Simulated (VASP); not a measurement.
# Ti (P6_3/mmc) in VASP: single point with PBEsol

Aim: the single point of Ti with PBEsol.

All numbers are computed with VASP 6.6.1; they aren't measurements. Logs are shortened: lines on timing, memory, paths and dates and some standing lists are left out, and cuts for length are marked.

## Step 1: The cell of the first run

The structure is hexagonal, space group P6_3/mmc (No. 194). The conventional cell has a = 2.901 Å, b = 2.901 Å, c = 4.589 Å, α = 90.00°, β = 90.00°, γ = 120.00°. Ti (site symmetry -6m2) has 12 Ti at 2.84 to 2.90 Å within 3.7 Å.

## Step 2: Single point, PBEsol

The input, INCAR:

```
PREC = Accurate ; ENCUT = 520
EDIFF = 1E-6 ; ISMEAR = 0
SIGMA = 0.1 ; LREAL = False
LASPH = True ; NELM = 60
ALGO = Fast ; ISIF = 2
LWAVE = False ; LCHARG = False
GGA = PS ; NBANDS = 19
```

The input, KPOINTS:

```
Automatic mesh
0
Gamma
  33 33 18
```

The input, POSCAR:

```
Ti
1.0
    2.9010011108      0.0000000000      0.0000000000
   -1.4505005554      2.5123406584      0.0000000000
    0.0000000000      0.0000000000      4.5893720969
Ti
2
Direct
    0.3333333333      0.6666666667      0.2500000000
    0.6666666667      0.3333333333      0.7500000000
```

Potentials or basis: VASP PAW PBE potentials, release 64 (Ti_sv).

The run is started by

```console
$ cat potpaw_PBE.64/Ti_sv/POTCAR > POTCAR
$ mpirun -np 1 vasp_std > vasp.out
```

OUTCAR:

```text
PREC = Accurate
   ENCUT = 520
   EDIFF = 1E-6
   ISMEAR = 0
   LREAL = False
   LASPH = True
   NELM = 60
   ISIF = 2
   GGA = PS

 ion  position               nearest neighbor table
   1  0.333  0.667  0.250-   2 2.84   2 2.84   2 2.84   2 2.84   2 2.84   2 2.84
   2  0.667  0.333  0.750-   1 2.84   1 2.84   1 2.84   1 2.84   1 2.84   1 2.84

  LATTYP: Found a hexagonal cell.
 ALAT       =     2.9010011108
 C/A-ratio  =     1.5819959806

  Lattice vectors:

 A1 = (   2.9010011108,   0.0000000000,   0.0000000000)
 A2 = (  -1.4505005554,   2.5123406584,   0.0000000000)
 A3 = (   0.0000000000,   0.0000000000,   4.5893720969)

Analysis of symmetry for initial positions (statically):
=====================================================================
 Subroutine PRICEL returns:
 Original cell was already a primitive cell.

 Routine SETGRP: Setting up the symmetry group for a
 hexagonal supercell.

 Subroutine GETGRP returns: Found 24 space group operations
 (whereof 12 operations were pure point group operations)
 out of a pool of 24 trial point group operations.

The static configuration has the point symmetry D_3d.
 The point group associated with its full space group is D_6h.

Analysis of symmetry for dynamics (positions and initial velocities):
=====================================================================
 Subroutine PRICEL returns:
 Original cell was already a primitive cell.

 Routine SETGRP: Setting up the symmetry group for a
 hexagonal supercell.

 Subroutine GETGRP returns: Found 24 space group operations
 (whereof 12 operations were pure point group operations)
 out of a pool of 24 trial point group operations.

The dynamic configuration has the point symmetry D_3d.
 The point group associated with its full space group is D_6h.

 Subroutine INISYM returns: Found 24 space group operations
 (whereof 12 operations are pure point group operations),
 and found     1 'primitive' translations

----------------------------------------------------------------------------------------

                                     Primitive cell

  volume of cell :      33.4487

  direct lattice vectors                    reciprocal lattice vectors
     2.901001111  0.000000000  0.000000000     0.344708589  0.199017597  0.000000000
[... 76 lines left out ...]
 SYSTEM =  unknown system
   PREC   = accura    normal or accurate (medium, high low for compatibility)
   ISTART =      0    job   : 0-new  1-cont  2-samecut
   ICHARG =      2    charge: 1-file 2-atom 10-const
   ISPIN  =      1    spin polarized calculation?
   LNONCOLLINEAR =      F non collinear calculations
   LSORBIT =      F    spin-orbit coupling
   LASPH  =      T    aspherical Exc in radial PAW
   ENCUT  =  520.0 eV  38.22 Ry    6.18 a.u.   5.39  5.39  8.53*2*pi/ulx,y,z
   NELM   =     60;   NELMIN=  2; NELMDL= -5     # of ELM steps
   EDIFF  = 0.1E-05   stopping-criterion for ELM
   LREAL  =      F    real-space projection
   EDIFFG = 0.1E-04   stopping-criterion for IOM
   NSW    =      0    number of steps for IOM
   IBRION =     -1    ionic relax: 0-MD 1-quasi-New 2-CG
   NFREE  =      0    steps in history (QN), initial steepest desc. (CG)
   ISIF   =      2    stress and relaxation
   ISYM   =      2    0-nonsym 1-usesym 2-fastsym
   POTIM  = 0.5000    time-step for ionic-motion
   TEBEG  =    0.0;   TEEND  =   0.0 temperature during run
   PSTRESS=    0.0 pullay stress
   NELECT =      24.0000    total number of electrons
   NUPDOWN=      -1.0000    fix difference up-down
   EMIN   =  10.00;   EMAX   =-10.00  energy-range for DOS
   EFERMI =   0.00;   METHOD = LEGACY
   ISMEAR =     0;   SIGMA  =   0.10  broadening in eV -4-tet -1-fermi 0-gaus
   EFERMI_NEDOS =   21; number of points for ismear=-14 and -15
   IALGO  =     68    algorithm
   IMIX   =      4    mixing-type and parameters
     AMIX     =   0.40;   BMIX     =  1.00
     AMIX_MAG =   1.60;   BMIX_MAG =  1.00
  volume/ion in A,a.u.               =      16.72       112.86
  Fermi-wavevector in a.u.,A,eV,Ry     =   1.465611  2.769603 29.225522  2.148015
  Thomas-Fermi vector in A             =   2.581447
   LORBIT       =      0    0 simple, 1 ext, 2 COOP (PROOUT), +10 PAW based schemes
   GGA     = PS    functional components
   LHFCALC =     F    Hartree Fock is set to
   AEXX    =    0.0000 exact exchange contribution
   IVDW    =     0    specifies the selected vdW correction
   LEPSILON=     F    determine dielectric tensor
   LRPA    =     F    only Hartree local field effects (RPA)
 non-spin polarized calculation
 RMM-DIIS sequential band-by-band and
 Gauss-broadening in eV      SIGMA  =   0.10
  energy-cutoff  :      520.00
  volume of cell :       33.45
 maximum number of plane-waves:       929
 NGX is ok and might be reduce to    24
   NGX = 11   NGY = 11   NGZ = 17

 number of electron      23.9999999 magnetization

 Free energy of the ion-electron system (eV)
  ---------------------------------------------------
  ext. energy  EPLUGINS =         0.00000000
  ---------------------------------------------------
  free energy    TOTEN  =       -16.68385607 eV

  energy without entropy =      -16.67425444  energy(sigma->0) =      -16.67905525

 E-fermi :   8.6215     XC(G=0): -11.8172

 val. band max:        8.6202921534   @ k =   0.2727   0.1818   0.4444
 cond. band min:       8.6235830187   @ k =   0.0303   0.0303   0.2778
 fundamental gap:      0.0032908653
 Fermi energy:         8.6215479742

 k-point     1 :       0.0000    0.0000    0.0000
  band No.  band energies     occupation
      1     -47.9545      2.00000
      2     -47.7912      2.00000
      3     -24.6946      2.00000
      4     -23.9611      2.00000
      5     -23.9611      2.00000
      6     -23.8811      2.00000
[... 505 lines left out ...]
      6     -24.0299      2.00000
[... 11 lines left out ...]
     18      10.8496      0.00000
     19      12.1951      0.00000

 [... further k-points ...]
[... 5 lines left out ...]
  --------------------------------------------------------------------------------------
  -------------------------------------------------------------------------------------
  Total       -0.0711940     -0.0711940     -0.0709232      0.0000000      0.0000000      0.0000000
  in kB       -3.4101549     -3.4101549     -3.3971850      0.0000000      0.0000000      0.0000000
  external PRESSURE =      -3.4058316 kB  Pullay stress =       0.0000000 kB

 VOLUME and BASIS-vectors are now :
 -----------------------------------------------------------------------------
  energy-cutoff  :      520.00
  volume of cell :       33.45
      direct lattice vectors                 reciprocal lattice vectors
     2.901001111  0.000000000  0.000000000     0.344708589  0.199017597  0.000000000
    -1.450500555  2.512340658  0.000000000     0.000000000  0.398035193  0.000000000
     0.000000000  0.000000000  4.589372097     0.000000000  0.000000000  0.217894731

 POSITION                                       TOTAL-FORCE (eV/Angst)
 -----------------------------------------------------------------------------------
     -0.00000      1.67489      1.14734        -0.000000      0.000000      0.000000
      1.45050      0.83745      3.44203         0.000000      0.000000      0.000000
 -----------------------------------------------------------------------------------
    total drift:                               -0.000000      0.000000     -0.000000

  FREE ENERGIE OF THE ION-ELECTRON SYSTEM (eV)
  ---------------------------------------------------
  free  energy   TOTEN  =       -16.6838560698 eV

  energy  without entropy=      -16.6742544369  energy(sigma->0) =      -16.67905525
```

OSZICAR:

```text
N       E                     dE             d eps       ncg     rms          rms(c)
DAV:   1     0.261980035347E+03    0.26198E+03   -0.13007E+04 41112   0.159E+03
DAV:   2     0.112727069438E+02   -0.25071E+03   -0.24654E+03 42159   0.442E+02
DAV:   3    -0.176903572581E+02   -0.28963E+02   -0.28614E+02 76273   0.124E+02
[... 28 lines left out ...]
RMM:  32    -0.166838520624E+02   -0.14495E-05   -0.18328E-05 42863   0.172E-02    0.635E-04
RMM:  33    -0.166838535246E+02   -0.14622E-05   -0.17546E-05 42098   0.154E-02    0.634E-04
RMM:  34    -0.166838544903E+02   -0.96568E-06   -0.12222E-05 39668   0.141E-02    0.125E-03
RMM:  35    -0.166838553793E+02   -0.88904E-06   -0.11190E-05 38727   0.130E-02    0.175E-03
RMM:  36    -0.166838560698E+02   -0.69045E-06   -0.87450E-06 38017   0.120E-02
   1 F= -.16683856E+02 E0= -.16679055E+02  d E =-.960163E-02
```

stdout:

```text
POSCAR found type information on POSCAR Ti
 POSCAR found :  1 types and       2 ions
 scaLAPACK will be used
 -----------------------------------------------------------------------------
|                                                                             |
|                                                                             |
|     You enforced a specific xc type in the INCAR file but a different       |
[... 58 lines left out ...]
WARNING in EDDRMM: call to ZHEGV failed, returncode =   6  3      5
WARNING in EDDRMM: call to ZHEGV failed, returncode =   8  4     19
WARNING in EDDRMM: call to ZHEGV failed, returncode =   6  3     19
WARNING in EDDRMM: call to ZHEGV failed, returncode =   6  3      9
WARNING in EDDRMM: call to ZHEGV failed, returncode =   6  3      4
WARNING in EDDRMM: call to ZHEGV failed, returncode =   6  3     15
WARNING in EDDRMM: call to ZHEGV failed, returncode =   6  3     10
```

Wall time 15 min (1 thread of AMD EPYC 9R45 (Zen 5), shared host); peak memory 0.59 GiB.

What came out:

```
Free energy            : -16.6839 eV
Pressure               : -0.3 GPa
Band gap on the k mesh : zero (bands 12 and 13 overlap by 1.14 eV)
```

Levels at points of the mesh, in eV from the Fermi level:
```csv
k point,band 10,band 11,band 12,band 13,band 14,band 15
"(0.00, 0.00, 0.00)",-2.80,0.78,0.78,0.89,0.92,1.31
"(0.00, 0.00, 0.50)",-4.39,0.08,0.08,0.68,0.68,0.68
```

Caveat: the PAW data sets were made with another functional, which shifts forces and pressure a little.
